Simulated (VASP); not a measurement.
# InP (F-43m) in VASP: single point with PBE

Aim: the single point of InP with PBE.

All numbers are computed with VASP 6.6.1; they aren't measurements. Logs are shortened: lines on timing, memory, paths and dates and some standing lists are left out, and cuts for length are marked.

## 1. The cell of the first run

Symmetry: F-43m, No. 216, cubic system. Conventional cell: a = 5.861 Å, b = 5.861 Å, c = 5.861 Å, α = 90.00°, β = 90.00°, γ = 90.00°. Within 3.3 Å of In (site symmetry -43m) lie 4 P at 2.54 Å. P (site symmetry -43m) has 4 In at 2.54 Å within 3.3 Å.

## 2. Single point, PBE

File INCAR:

```
ALGO = Normal ; EDIFF = 1E-6
ENCUT = 520 ; GGA = PE
ISIF = 2 ; ISMEAR = 0
LASPH = T ; LCHARG = T
LELF = T ; LREAL = F
LVHAR = T ; LWAVE = F
NBANDS = 16 ; NELM = 80
PREC = Accurate ; SIGMA = 0.01
```

File KPOINTS:

```
k-points
0
Gamma
  4 4 4
```

File POSCAR:

```
InP
1.0
    4.1443530000      0.0000000000      0.0000000000
    2.0721765000      3.5891149803      0.0000000000
    2.0721765000      1.1963716601      3.3838500547
In P
1 1
Direct
    0.0000000000      0.0000000000      0.0000000000
    0.2500000000      0.2500000000      0.2500000000
```

Potentials or basis: VASP PAW PBE potentials, release 64 (In_d, P).

Command:

```console
cat potpaw_PBE.64/In_d/POTCAR potpaw_PBE.64/P/POTCAR > POTCAR
mpirun -np 1 vasp_std > vasp.out
```

OUTCAR:

```text
EDIFF = 1E-6
   ENCUT = 520
   GGA = PE
   ISIF = 2
   ISMEAR = 0
   LASPH = T
   LREAL = F
   NELM = 80
   PREC = Accurate

 ion  position               nearest neighbor table
   1  0.000  0.000  0.000-   2 2.54   2 2.54   2 2.54   2 2.54
   2  0.250  0.250  0.250-   1 2.54   1 2.54   1 2.54   1 2.54

  LATTYP: Found a face centered cubic cell.
 ALAT       =     5.8610002199

  Lattice vectors:

 A1 = (   4.1443530000,   0.0000000000,   0.0000000000)
 A2 = (   2.0721765000,   3.5891149803,   0.0000000000)
 A3 = (   2.0721765000,   1.1963716601,   3.3838500547)

Analysis of symmetry for initial positions (statically):
=====================================================================
 Subroutine PRICEL returns:
 Original cell was already a primitive cell.

 Routine SETGRP: Setting up the symmetry group for a
 face centered cubic supercell.

 Subroutine GETGRP returns: Found 24 space group operations
 (whereof 24 operations were pure point group operations)
 out of a pool of 48 trial point group operations.

The static configuration has the point symmetry T_d .

Analysis of symmetry for dynamics (positions and initial velocities):
=====================================================================
 Subroutine PRICEL returns:
 Original cell was already a primitive cell.

 Routine SETGRP: Setting up the symmetry group for a
 face centered cubic supercell.

 Subroutine GETGRP returns: Found 24 space group operations
 (whereof 24 operations were pure point group operations)
 out of a pool of 48 trial point group operations.

The dynamic configuration has the point symmetry T_d .

 Subroutine INISYM returns: Found 24 space group operations
 (whereof 24 operations are pure point group operations),
 and found     1 'primitive' translations

----------------------------------------------------------------------------------------

                                     Primitive cell

  volume of cell :      50.3333

  direct lattice vectors                    reciprocal lattice vectors
     4.144353000  0.000000000  0.000000000     0.241292187 -0.139310109 -0.098507123
     2.072176500  3.589114980  0.000000000     0.000000000  0.278620218 -0.098507123
     2.072176500  1.196371660  3.383850055     0.000000000  0.000000000  0.295521369

  length of vectors
     4.144353000  4.144353000  4.144353000     0.295521369  0.295521369  0.295521369

  position of ions in fractional coordinates (direct lattice)
     0.000000000  0.000000000  0.000000000
     0.250000000  0.250000000  0.250000000

  ion indices of the primitive-cell ions
   primitive index   ion index
                 1           1
                 2           2

----------------------------------------------------------------------------------------

 KPOINTS: k-points

Automatic generation of k-mesh.
 Grid dimensions read from file:
 generate k-points for:    4    4    4

 Generating k-lattice:

  Cartesian coordinates                     Fractional coordinates (reciprocal lattice)
     0.060323047 -0.034827527 -0.024626781     0.250000000  0.000000000  0.000000000
     0.000000000  0.069655055 -0.024626781     0.000000000  0.250000000  0.000000000
     0.000000000  0.000000000  0.073880342     0.000000000  0.000000000  0.250000000

  Length of vectors
     0.073880342  0.073880342  0.073880342

  Shift w.r.t. Gamma in fractional coordinates (k-lattice)
     0.000000000  0.000000000  0.000000000

 Subroutine IBZKPT returns following result:
 ===========================================

 Found      8 irreducible k-points:

 Following reciprocal coordinates:
            Coordinates               Weight
  0.000000  0.000000  0.000000      1.000000
  0.250000  0.000000  0.000000      8.000000
  0.500000  0.000000  0.000000      4.000000
  0.250000  0.250000  0.000000      6.000000
  0.500000  0.250000  0.000000     24.000000
 -0.250000  0.250000 -0.000000     12.000000
  0.500000  0.500000  0.000000      3.000000
 -0.250000  0.500000  0.250000      6.000000
   k-points           NKPTS =      8   k-points in BZ     NKDIM =      8   number of bands    NBANDS=     16
   number of dos      NEDOS =    301   number of ions     NIONS =      2
   total plane-waves  NPLWV =  32768
   dimension x,y,z NGX =    32 NGY =   32 NGZ =   32
   dimension x,y,z NGXF=    64 NGYF=   64 NGZF=   64
   ions per type =               1   1
   NGX,Y,Z   is equivalent  to a cutoff of  12.84, 12.84, 12.84 a.u.
   NGXF,Y,Z  is equivalent  to a cutoff of  25.67, 25.67, 25.67 a.u.
 SYSTEM =  unknown system
   PREC   = accura    normal or accurate (medium, high low for compatibility)
   ISTART =      0    job   : 0-new  1-cont  2-samecut
   ICHARG =      2    charge: 1-file 2-atom 10-const
   ISPIN  =      1    spin polarized calculation?
   LNONCOLLINEAR =      F non collinear calculations
   LSORBIT =      F    spin-orbit coupling
   LASPH  =      T    aspherical Exc in radial PAW
   ENCUT  =  520.0 eV  38.22 Ry    6.18 a.u.   7.71  7.71  7.71*2*pi/ulx,y,z
   NELM   =     80;   NELMIN=  2; NELMDL= -5     # of ELM steps
   EDIFF  = 0.1E-05   stopping-criterion for ELM
   LREAL  =      F    real-space projection
   EDIFFG = 0.1E-04   stopping-criterion for IOM
   NSW    =      0    number of steps for IOM
   IBRION =     -1    ionic relax: 0-MD 1-quasi-New 2-CG
   NFREE  =      0    steps in history (QN), initial steepest desc. (CG)
   ISIF   =      2    stress and relaxation
   ISYM   =      2    0-nonsym 1-usesym 2-fastsym
   POTIM  = 0.5000    time-step for ionic-motion
   TEBEG  =    0.0;   TEEND  =   0.0 temperature during run
   PSTRESS=    0.0 pullay stress
   NELECT =      18.0000    total number of electrons
   NUPDOWN=      -1.0000    fix difference up-down
   EMIN   =  10.00;   EMAX   =-10.00  energy-range for DOS
   EFERMI =   0.00;   METHOD = LEGACY
   ISMEAR =     0;   SIGMA  =   0.01  broadening in eV -4-tet -1-fermi 0-gaus
   EFERMI_NEDOS =   21; number of points for ismear=-14 and -15
   IALGO  =     38    algorithm
   IMIX   =      4    mixing-type and parameters
     AMIX     =   0.40;   BMIX     =  1.00
     AMIX_MAG =   1.60;   BMIX_MAG =  1.00
  volume/ion in A,a.u.               =      25.17       169.83
  Fermi-wavevector in a.u.,A,eV,Ry     =   1.162021  2.195901 18.371845  1.350292
  Thomas-Fermi vector in A             =   2.298587
   LORBIT       =      0    0 simple, 1 ext, 2 COOP (PROOUT), +10 PAW based schemes
   GGA     = PE    functional components
   LHFCALC =     F    Hartree Fock is set to
   AEXX    =    0.0000 exact exchange contribution
   IVDW    =     0    specifies the selected vdW correction
   LEPSILON=     F    determine dielectric tensor
   LRPA    =     F    only Hartree local field effects (RPA)
 non-spin polarized calculation
 Gauss-broadening in eV      SIGMA  =   0.01
  energy-cutoff  :      520.00
  volume of cell :       50.33
 maximum number of plane-waves:      1380
 NGX is ok and might be reduce to    32
   NGX = 15   NGY = 15   NGZ = 15

 number of electron      18.0000005 magnetization

 Free energy of the ion-electron system (eV)
  ---------------------------------------------------
  ext. energy  EPLUGINS =         0.00000000
  ---------------------------------------------------
  free energy    TOTEN  =        -8.27209521 eV

  energy without entropy =       -8.27209521  energy(sigma->0) =       -8.27209521

 E-fermi :   5.2905     XC(G=0):  -9.2629

 val. band max:        5.2338160718   @ k =   0.0000   0.0000   0.0000
 cond. band min:       5.9323915640   @ k =   0.0000   0.0000   0.0000
 fundamental gap:      0.6985754922
 Fermi energy:         5.2905171184

 k-point     1 :       0.0000    0.0000    0.0000
  band No.  band energies     occupation
      1      -9.0000      2.00000
      2      -9.0000      2.00000
      3      -9.0000      2.00000
      4      -8.8501      2.00000
      5      -8.8501      2.00000
      6      -6.2889      2.00000
[... 8 lines left out ...]
     15      14.6590      0.00000
     16      14.6590      0.00000

 k-point     2 :       0.2500    0.0000    0.0000
  band No.  band energies     occupation
      1      -9.0607      2.00000
      2      -8.9768      2.00000
      3      -8.9768      2.00000
      4      -8.8475      2.00000
      5      -8.8475      2.00000
      6      -5.6116      2.00000
[... 8 lines left out ...]
     15      13.7977      0.00000
     16      14.3527      0.00000

 k-point     3 :       0.5000    0.0000    0.0000
  band No.  band energies     occupation
      1      -9.1163      2.00000
      2      -8.9615      2.00000
      3      -8.9615      2.00000
      4      -8.8364      2.00000
      5      -8.8364      2.00000
      6      -4.5603      2.00000
[... 8 lines left out ...]
     15      15.8574      0.00000
     16      15.8574      0.00000

 k-point     4 :       0.2500    0.2500    0.0000
  band No.  band energies     occupation
      1      -9.1004      2.00000
      2      -8.9491      2.00000
      3      -8.9491      2.00000
      4      -8.8734      2.00000
      5      -8.8326      2.00000
      6      -5.3888      2.00000
[... 8 lines left out ...]
     15      15.1942      0.00000
     16      17.3327      0.00000

 k-point     5 :       0.5000    0.2500    0.0000
  band No.  band energies     occupation
      1      -9.1394      2.00000
      2      -8.9385      2.00000
      3      -8.9260      2.00000
      4      -8.8700      2.00000
      5      -8.8288      2.00000
      6      -4.3002      2.00000
[... 8 lines left out ...]
     15      15.9857      0.00000
     16      17.2021      0.00000

 k-point     6 :      -0.2500    0.2500   -0.0000
  band No.  band energies     occupation
      1      -9.1108      2.00000
      2      -8.9545      2.00000
      3      -8.9467      2.00000
      4      -8.8513      2.00000
      5      -8.8449      2.00000
      6      -4.6915      2.00000
[... 8 lines left out ...]
     15      15.6117      0.00000
     16      17.0636      0.00000

 k-point     7 :       0.5000    0.5000    0.0000
  band No.  band energies     occupation
      1      -9.1822      2.00000
      2      -8.9012      2.00000
      3      -8.8958      2.00000
      4      -8.8958      2.00000
      5      -8.8150      2.00000
      6      -3.9017      2.00000
[... 8 lines left out ...]
     15      15.9788      0.00000
     16      17.0389      0.00000

 k-point     8 :      -0.2500    0.5000    0.2500
  band No.  band energies     occupation
      1      -9.1486      2.00000
      2      -8.9404      2.00000
      3      -8.9045      2.00000
      4      -8.8703      2.00000
      5      -8.8350      2.00000
      6      -3.8224      2.00000
[... 8 lines left out ...]
     15      16.5238      0.00000
     16      17.2552      0.00000

------------------------ aborting loop because EDIFF is reached ----------------------------------------

  FORCE on cell =-STRESS in cart. coord.  units (eV):
  Direction    XX          YY          ZZ          XY          YZ          ZX
  --------------------------------------------------------------------------------------
  -------------------------------------------------------------------------------------
  Total        1.0917413      1.0917413      1.0917413     -0.0000000     -0.0000000      0.0000000
  in kB       34.7516228     34.7516228     34.7516228     -0.0000000     -0.0000000      0.0000000
  external PRESSURE =      34.7516228 kB  Pullay stress =       0.0000000 kB

 VOLUME and BASIS-vectors are now :
 -----------------------------------------------------------------------------
  energy-cutoff  :      520.00
  volume of cell :       50.33
      direct lattice vectors                 reciprocal lattice vectors
     4.144353000  0.000000000  0.000000000     0.241292187 -0.139310109 -0.098507123
     2.072176500  3.589114980  0.000000000     0.000000000  0.278620218 -0.098507123
     2.072176500  1.196371660  3.383850055     0.000000000  0.000000000  0.295521369

 POSITION                                       TOTAL-FORCE (eV/Angst)
 -----------------------------------------------------------------------------------
      0.00000      0.00000      0.00000        -0.000000     -0.000000      0.000000
      2.07218      1.19637      0.84596         0.000000      0.000000     -0.000000
 -----------------------------------------------------------------------------------
    total drift:                               -0.000000     -0.000000     -0.000000

  FREE ENERGIE OF THE ION-ELECTRON SYSTEM (eV)
  ---------------------------------------------------
  free  energy   TOTEN  =        -8.2720952080 eV

  energy  without entropy=       -8.2720952080  energy(sigma->0) =       -8.27209521
```

Run time: 3.9 s. Hardware: 1 thread of Intel Xeon 6975P-C (Granite Rapids), shared host; peak memory 0.17 GiB.

What came out:

```yaml
Free_energy: -8.2721 eV
Pressure: 3.5 GPa
Band_gap_on_the_k_mesh: 0.70 eV, direct
```

Levels at points of the mesh, in eV from the valence-band top:
```csv
k point,band 6,band 7,band 8,band 9,band 10,band 11,band 12,band 13
"(0.00, 0.00, 0.00)",-11.52,0.00,0.00,0.00,0.70,4.06,4.06,4.06
"(0.50, 0.00, 0.00)",-9.79,-5.75,-0.98,-0.98,1.48,4.78,4.78,7.09
"(0.50, 0.50, 0.00)",-9.14,-5.77,-2.33,-2.33,1.74,2.25,9.22,9.58
```

Caveat: the k points lie up to 0.46 Å⁻¹ apart; spin-orbit coupling is left out, which moves the levels of the heavy elements. A hybrid or GW would open this gap; PBE tends to underestimate it.
